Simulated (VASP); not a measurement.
A run of VASP 6.6.1 is set up as follows.

POSCAR

```
Nb
1.0
   -1.6639500000      1.6639500000      1.5807525000
    1.6639500000     -1.6639500000      1.5807525000
    1.6639500000      1.6639500000     -1.5807525000
Nb
1
Direct
    0.0000000000      0.0000000000      0.0000000000
```

The input INCAR.step1:

```
PREC = Accurate
ENCUT = 520
ISMEAR = 0
SIGMA = 0.15
LREAL = F
LASPH = T
NELM = 60
NBANDS = 12
GGA = PE
ALGO = Normal
EDIFF = 1E-4
LWAVE = T
LCHARG = F
```

INCAR.step2

```
PREC = Accurate
ENCUT = 520
EDIFF = 1E-6
ISMEAR = 0
SIGMA = 0.15
LREAL = F
LASPH = T
NELM = 60
ALGO = Normal
ISIF = 2
LWAVE = F
LCHARG = F
METAGGA = R2SCAN
LMIXTAU = T
NBANDS = 12
ISTART = 1
```

File KPOINTS:

```
regular mesh
0
Gamma
  20 20 20
```

Potentials or basis: VASP PAW PBE potentials, release 64 (Nb_sv).

Command:

```sh
$ cat potpaw_PBE.64/Nb_sv/POTCAR > POTCAR
$ cp INCAR.step1 INCAR
$ mpirun -np 1 vasp_std > vasp.out
$ cp INCAR.step2 INCAR
$ mpirun -np 1 vasp_std > vasp.out
```

**Question.** Predict the band gap on the k mesh.

**Answer.** Zero (an odd number of electrons rules out a gap without spin polarisation).

**Question.** What does it give for the pressure?

**Answer.** 5.3 GPa.

Stress tensor (GPa, compression positive):
```
3.59 0.00 0.00
0.00 3.59 0.00
0.00 0.00 8.65
```

Caveat: the cell differs from its parent crystal (strain +0.000 along x and y, -0.050 along z); the stress differs along the axes, from 4 to 9 GPa; the PAW data sets were made with another functional, which shifts forces and pressure a little.
